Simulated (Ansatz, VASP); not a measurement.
## SnGe7 in VASP and in Ansatz

```
CELL_PARAMETERS angstrom
5.88505 0.00000 0.00004
-0.00005 5.87661 0.00034
0.00004 0.00029 5.88050
ATOMIC_POSITIONS crystal
Sn 0.00008 0.00005 0.99996
Ge 0.25828 0.25831 0.25834
Ge 0.99994 0.49998 0.49997
Ge 0.49998 0.50002 0.00004
Ge 0.50005 0.99997 0.50005
Ge 0.74167 0.25832 0.74172
Ge 0.74171 0.74172 0.25827
Ge 0.25828 0.74161 0.74165
```

Change from the starting cell: cell x1, atoms moved at random (sigma 0.1 Å) and cell strained at random (1.5 %), then relaxed without symmetry.

Alike in both runs: functional PBE; k mesh 4 × 4 × 4; occupations gaussian, width 0.2 eV; no spin polarisation.

Ansatz relaxed the structure, and its values are those at the end. VASP's run is a single point on that final structure, the one shown.

|  | VASP | Ansatz |
| --- | --- | --- |
| version | VASP 6.6.1 | Ansatz 0.2.0 |
| potentials or method | VASP PAW PBE potentials, release 64 (Sn_d, Ge_d), cutoff 520 eV | scalar-relativistic, plane waves, PAW |
| valence electrons in the cell | 112 | 112 |

```tsv
	VASP	Ansatz	Ansatz less VASP
gap on the k mesh at the Fermi level (eV)	none	none	-
pressure (GPa)	0.1	0.1	+0.02
```

A gap of «none» marks a metal or a gap that the smearing closes.
